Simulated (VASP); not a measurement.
# Zr2N (P4_2/mnm) in VASP: single point with r2SCAN

Aim: the single point of Zr2N with r2SCAN.

Program: VASP 6.6.1. These are calculated values, not measurements. Logs are shortened: lines on timing, memory, paths and dates and some standing lists are left out, and cuts for length are marked.

## 1. The cell of the first run

Symmetry: P4_2/mnm, No. 136, tetragonal system. The conventional cell has a = 5.413 Å, b = 5.413 Å, c = 3.308 Å, α = 90.00°, β = 90.00°, γ = 90.00°. Within 3.0 Å of Zr (site symmetry m2m) lie 3 N at 2.27 Å. Within 3.0 Å of N (site symmetry mmm) lie 6 Zr at 2.27 Å.

## 2. Single point, r2SCAN

POSCAR reads:

```
Zr2N
1.0
    5.4130027300      0.0000000000      0.0000000000
    0.0000000000      5.4130027300      0.0000000000
    0.0000000000      0.0000000000      3.3077891900
Zr N
4 2
Direct
    0.2961254600      0.2961254600      0.0000000000
    0.7038745400      0.7038745400      0.0000000000
    0.7961254600      0.2038745400      0.5000000000
    0.2038745400      0.7961254600      0.5000000000
    0.0000000000      0.0000000000      0.0000000000
    0.5000000000      0.5000000000      0.5000000000
```

INCAR.step1 reads:

```
PREC     = Accurate       # precision mode
ENCUT    = 520            # plane-wave cutoff, eV
ISMEAR   = -1             # smearing method
SIGMA    = 0.3            # smearing width, eV
LREAL    = F              # projectors in reciprocal space
LASPH    = T              # aspherical terms in the spheres
NELM     = 80             # most SCF steps
NBANDS   = 38             # bands
GGA      = PE             # functional
ALGO     = Normal         # electronic algorithm
EDIFF    = 1E-4           # SCF threshold, eV
LWAVE    = T              # write WAVECAR
LCHARG   = F              # write CHGCAR
```

INCAR.step2 reads:

```
PREC     = Accurate       # precision mode
ENCUT    = 520            # plane-wave cutoff, eV
EDIFF    = 1E-7           # SCF threshold, eV
ISMEAR   = -1             # smearing method
SIGMA    = 0.3            # smearing width, eV
LREAL    = F              # projectors in reciprocal space
LASPH    = T              # aspherical terms in the spheres
NELM     = 80             # most SCF steps
ALGO     = Normal         # electronic algorithm
ISIF     = 2              # what is computed and relaxed
LWAVE    = F              # write WAVECAR
LCHARG   = F              # write CHGCAR
METAGGA  = R2SCAN         # meta-GGA
LMIXTAU  = T            
NBANDS   = 38             # bands
ISTART   = 1
```

KPOINTS reads:

```
Automatic mesh
0
Gamma
  8 8 10
```

Potentials or basis: VASP PAW PBE potentials, release 64 (Zr_sv, N).

Started as:

```console
$ cat potpaw_PBE.64/Zr_sv/POTCAR potpaw_PBE.64/N/POTCAR > POTCAR
$ cp INCAR.step1 INCAR
$ mpirun -np 1 vasp_std > vasp.out
$ cp INCAR.step2 INCAR
$ mpirun -np 1 vasp_std > vasp.out
```

OUTCAR:

```text
PREC = Accurate
   ENCUT = 520
   EDIFF = 1E-7
   ISMEAR = -1
   LREAL = F
   LASPH = T
   NELM = 80
   ISIF = 2
   METAGGA = R2SCAN
   ISTART = 1

 ion  position               nearest neighbor table
   1  0.296  0.296  0.000-   5 2.27   6 2.27   6 2.27   2 3.12   4 3.21   3 3.21   4 3.21   3 3.21
                             4 3.21   4 3.21   3 3.21   3 3.21   2 3.89   2 3.89
   2  0.704  0.704  0.000-   5 2.27   6 2.27   6 2.27   1 3.12   4 3.21   3 3.21   4 3.21   3 3.21
                             3 3.21   3 3.21   4 3.21   4 3.21   1 3.89   1 3.89
   3  0.796  0.204  0.500-   6 2.27   5 2.27   5 2.27   4 3.12   1 3.21   1 3.21   2 3.21   2 3.21
                             2 3.21   2 3.21   1 3.21   1 3.21   4 3.89   4 3.89
   4  0.204  0.796  0.500-   6 2.27   5 2.27   5 2.27   3 3.12   1 3.21   1 3.21   2 3.21   2 3.21
                             1 3.21   1 3.21   2 3.21   2 3.21   3 3.89   3 3.89
   5  0.000  0.000  0.000-   1 2.27   2 2.27   3 2.27   4 2.27   3 2.27   4 2.27
   6  0.500  0.500  0.500-   3 2.27   4 2.27   1 2.27   2 2.27   1 2.27   2 2.27

  LATTYP: Found a simple tetragonal cell.
 ALAT       =     5.4130027300
 C/A-ratio  =     0.6110821211

  Lattice vectors:

 A1 = (   5.4130027300,   0.0000000000,   0.0000000000)
 A2 = (   0.0000000000,   5.4130027300,   0.0000000000)
 A3 = (   0.0000000000,   0.0000000000,   3.3077891900)

Analysis of symmetry for initial positions (statically):
=====================================================================
 Subroutine PRICEL returns:
 Original cell was already a primitive cell.

 Routine SETGRP: Setting up the symmetry group for a
 simple tetragonal supercell.

 Subroutine GETGRP returns: Found 16 space group operations
 (whereof  8 operations were pure point group operations)
 out of a pool of 16 trial point group operations.

The static configuration has the point symmetry D_2h.
 The point group associated with its full space group is D_4h.

Analysis of symmetry for dynamics (positions and initial velocities):
=====================================================================
 Subroutine PRICEL returns:
 Original cell was already a primitive cell.

 Routine SETGRP: Setting up the symmetry group for a
 simple tetragonal supercell.

 Subroutine GETGRP returns: Found 16 space group operations
 (whereof  8 operations were pure point group operations)
 out of a pool of 16 trial point group operations.

The dynamic configuration has the point symmetry D_2h.
 The point group associated with its full space group is D_4h.

 Subroutine INISYM returns: Found 16 space group operations
 (whereof  8 operations are pure point group operations),
 and found     1 'primitive' translations

----------------------------------------------------------------------------------------

                                     Primitive cell

  volume of cell :      96.9202

  direct lattice vectors                    reciprocal lattice vectors
     5.413002730  0.000000000  0.000000000     0.184740347  0.000000000  0.000000000
     0.000000000  5.413002730  0.000000000     0.000000000  0.184740347  0.000000000
     0.000000000  0.000000000  3.307789190     0.000000000  0.000000000  0.302316727

  length of vectors
     5.413002730  5.413002730  3.307789190     0.184740347  0.184740347  0.302316727

  position of ions in fractional coordinates (direct lattice)
     0.296125460  0.296125460  0.000000000
     0.703874540  0.703874540  0.000000000
     0.796125460  0.203874540  0.500000000
     0.203874540  0.796125460  0.500000000
     0.000000000  0.000000000  0.000000000
     0.500000000  0.500000000  0.500000000

  ion indices of the primitive-cell ions
   primitive index   ion index
                 1           1
                 2           2
                 3           3
                 4           4
                 5           5
                 6           6

----------------------------------------------------------------------------------------

 KPOINTS: Automatic mesh

Automatic generation of k-mesh.
 Grid dimensions read from file:
 generate k-points for:    8    8   10

 Generating k-lattice:

  Cartesian coordinates                     Fractional coordinates (reciprocal lattice)
     0.023092543  0.000000000  0.000000000     0.125000000  0.000000000  0.000000000
     0.000000000  0.023092543  0.000000000     0.000000000  0.125000000  0.000000000
     0.000000000  0.000000000  0.030231673     0.000000000  0.000000000  0.100000000

  Length of vectors
     0.023092543  0.023092543  0.030231673

  Shift w.r.t. Gamma in fractional coordinates (k-lattice)
     0.000000000  0.000000000  0.000000000

 Subroutine IBZKPT returns following result:
 ===========================================

 Found     90 irreducible k-points:

 Following reciprocal coordinates:
            Coordinates               Weight
  0.000000  0.000000  0.000000      1.000000
  0.125000  0.000000  0.000000      4.000000
  0.250000  0.000000  0.000000      4.000000
  0.375000  0.000000  0.000000      4.000000
  0.500000  0.000000  0.000000      2.000000
  0.125000  0.125000  0.000000      4.000000
[... 16 lines left out ...]
  0.375000  0.125000  0.100000     16.000000
  0.500000  0.125000  0.100000      8.000000
 [... further k-points ...]
   k-points           NKPTS =     90   k-points in BZ     NKDIM =     90   number of bands    NBANDS=     38
   number of dos      NEDOS =    301   number of ions     NIONS =      6
   total plane-waves  NPLWV =  44800
   dimension x,y,z NGX =    40 NGY =   40 NGZ =   28
   dimension x,y,z NGXF=    80 NGYF=   80 NGZF=   56
   ions per type =               4   2
   NGX,Y,Z   is equivalent  to a cutoff of  12.28, 12.28, 14.07 a.u.
   NGXF,Y,Z  is equivalent  to a cutoff of  24.57, 24.57, 28.14 a.u.
 SYSTEM =  unknown system
   PREC   = accura    normal or accurate (medium, high low for compatibility)
   ISTART =      1    job   : 0-new  1-cont  2-samecut
   ICHARG =      0    charge: 1-file 2-atom 10-const
   ISPIN  =      1    spin polarized calculation?
   LNONCOLLINEAR =      F non collinear calculations
   LSORBIT =      F    spin-orbit coupling
   LASPH  =      T    aspherical Exc in radial PAW
   ENCUT  =  520.0 eV  38.22 Ry    6.18 a.u.  10.06 10.06  6.15*2*pi/ulx,y,z
   NELM   =     80;   NELMIN=  2; NELMDL=  0     # of ELM steps
   EDIFF  = 0.1E-06   stopping-criterion for ELM
   LREAL  =      F    real-space projection
   EDIFFG = 0.1E-05   stopping-criterion for IOM
   NSW    =      0    number of steps for IOM
   IBRION =     -1    ionic relax: 0-MD 1-quasi-New 2-CG
   NFREE  =      0    steps in history (QN), initial steepest desc. (CG)
   ISIF   =      2    stress and relaxation
   ISYM   =      2    0-nonsym 1-usesym 2-fastsym
   POTIM  = 0.5000    time-step for ionic-motion
   TEBEG  =    0.0;   TEEND  =   0.0 temperature during run
   PSTRESS=    0.0 pullay stress
   NELECT =      58.0000    total number of electrons
   NUPDOWN=      -1.0000    fix difference up-down
   EMIN   =  10.00;   EMAX   =-10.00  energy-range for DOS
   EFERMI =   0.00;   METHOD = LEGACY
   ISMEAR =    -1;   SIGMA  =   0.30  broadening in eV -4-tet -1-fermi 0-gaus
   EFERMI_NEDOS =   21; number of points for ismear=-14 and -15
   IALGO  =     38    algorithm
   IMIX   =      4    mixing-type and parameters
     AMIX     =   0.40;   BMIX     =  1.00
     AMIX_MAG =   1.60;   BMIX_MAG =  1.00
  volume/ion in A,a.u.               =      16.15       109.01
  Fermi-wavevector in a.u.,A,eV,Ry     =   1.379577  2.607023 25.895066  1.903234
  Thomas-Fermi vector in A             =   2.504534
   LORBIT       =      0    0 simple, 1 ext, 2 COOP (PROOUT), +10 PAW based schemes
   METAGGA = R2SCAN    functional components
   LHFCALC =     F    Hartree Fock is set to
   AEXX    =    0.0000 exact exchange contribution
   IVDW    =     0    specifies the selected vdW correction
   LEPSILON=     F    determine dielectric tensor
   LRPA    =     F    only Hartree local field effects (RPA)
 non-spin polarized calculation
  energy-cutoff  :      520.00
  volume of cell :       96.92
 maximum number of plane-waves:      2636
   NGX = 21   NGY = 21   NGZ = 13

 number of electron      58.0000001 magnetization

 Free energy of the ion-electron system (eV)
  ---------------------------------------------------
  ext. energy  EPLUGINS =         0.00000000
  ---------------------------------------------------
  free energy    TOTEN  =      -118.16638002 eV

  energy without entropy =     -117.23805648  energy(sigma->0) =     -117.70221825

 E-fermi :   9.8441     XC(G=0): -12.5420

 val. band max:        9.8426826529   @ k =   0.1250   0.1250   0.2000
 cond. band min:       9.8507899376   @ k =   0.0000   0.0000   0.0000
 fundamental gap:      0.0081072848
 Fermi energy:         9.8440719311

 k-point     1 :       0.0000    0.0000    0.0000
  band No.  band energies     occupation
      1     -40.6919      2.00000
      2     -40.5462      2.00000
      3     -40.5462      2.00000
      4     -40.4854      2.00000
      5     -18.9168      2.00000
      6     -18.3352      2.00000
[... 30 lines left out ...]
     37      12.7752      0.00011
     38      12.7889      0.00011

 k-point     2 :       0.1250    0.0000    0.0000
  band No.  band energies     occupation
      1     -40.6868      2.00000
      2     -40.5526      2.00000
      3     -40.5435      2.00000
      4     -40.4869      2.00000
      5     -18.8894      2.00000
      6     -18.3256      2.00000
[... 30 lines left out ...]
     37      12.7834      0.00011
     38      13.1208      0.00004

 k-point     3 :       0.2500    0.0000    0.0000
  band No.  band energies     occupation
      1     -40.6721      2.00000
      2     -40.5702      2.00000
      3     -40.5360      2.00000
      4     -40.4919      2.00000
      5     -18.8127      2.00000
      6     -18.3404      2.00000
[... 30 lines left out ...]
     37      12.7633      0.00012
[... 781 lines left out ...]
 k-point    23 :       0.3750    0.1250    0.1000
  band No.  band energies     occupation
      1     -40.6388      2.00000
      2     -40.5872      2.00000
      3     -40.5271      2.00000
      4     -40.5034      2.00000
      5     -18.6558      2.00000
      6     -18.4187      2.00000
[... 30 lines left out ...]
     37      13.3480      0.00002
     38      13.9565      0.00000

 k-point    24 :       0.5000    0.1250    0.1000
  band No.  band energies     occupation
      1     -40.6134      2.00000
      2     -40.6134      2.00000
      3     -40.5149      2.00000
      4     -40.5149      2.00000
      5     -18.5358      2.00000
      6     -18.5358      2.00000
[... 30 lines left out ...]
     37      13.4626      0.00001
     38      13.4626      0.00001

 [... further k-points ...]

------------------------ aborting loop because EDIFF is reached ----------------------------------------

  FORCE on cell =-STRESS in cart. coord.  units (eV):
  Direction    XX          YY          ZZ          XY          YZ          ZX
  --------------------------------------------------------------------------------------
  -------------------------------------------------------------------------------------
  Total        0.3024926      0.3024926      0.1458718      0.0000000      0.0000000      0.0000000
  in kB        5.0004725      5.0004725      2.4113913      0.0000000      0.0000000      0.0000000
  external PRESSURE =       4.1374454 kB  Pullay stress =       0.0000000 kB

 VOLUME and BASIS-vectors are now :
 -----------------------------------------------------------------------------
  energy-cutoff  :      520.00
  volume of cell :       96.92
      direct lattice vectors                 reciprocal lattice vectors
     5.413002730  0.000000000  0.000000000     0.184740347  0.000000000  0.000000000
     0.000000000  5.413002730  0.000000000     0.000000000  0.184740347  0.000000000
     0.000000000  0.000000000  3.307789190     0.000000000  0.000000000  0.302316727

 POSITION                                       TOTAL-FORCE (eV/Angst)
 -----------------------------------------------------------------------------------
      1.60293      1.60293      0.00000        -0.048562     -0.048562      0.000000
      3.81007      3.81007      0.00000         0.048562      0.048562     -0.000000
      4.30943      1.10357      1.65389        -0.048562      0.048562     -0.000000
      1.10357      4.30943      1.65389         0.048562     -0.048562      0.000000
      0.00000      0.00000      0.00000         0.000000     -0.000000     -0.000000
      2.70650      2.70650      1.65389         0.000000     -0.000000     -0.000000
 -----------------------------------------------------------------------------------
    total drift:                                0.000000     -0.000000     -0.000000

  FREE ENERGIE OF THE ION-ELECTRON SYSTEM (eV)
  ---------------------------------------------------
  free  energy   TOTEN  =      -118.1663800237 eV

  energy  without entropy=     -117.2380564817  energy(sigma->0) =     -117.70221825
```

It took 24 min on 1 thread of Intel Xeon 8259CL, shared host; peak memory 0.38 GiB.

Results:

```
Free energy            : -118.1664 eV
Pressure               : 0.4 GPa
Largest force          : 0.069 eV/Å
Band gap on the k mesh : zero (bands 29 and 30 overlap by 2.63 eV)
```

Forces in eV/Å, atoms in the order of the input:
```
Zr  -0.049 -0.049  0.000
Zr   0.049  0.049  0.000
Zr  -0.049  0.049  0.000
Zr   0.049 -0.049  0.000
N    0.000  0.000  0.000
N    0.000  0.000  0.000
```

Stress tensor (GPa, compression positive):
```
0.50 0.00 0.00
0.00 0.50 0.00
0.00 0.00 0.24
```

Caveat: so wide a smearing shifts energies and pressures; the PAW data sets were made with another functional, which shifts forces and pressure a little.
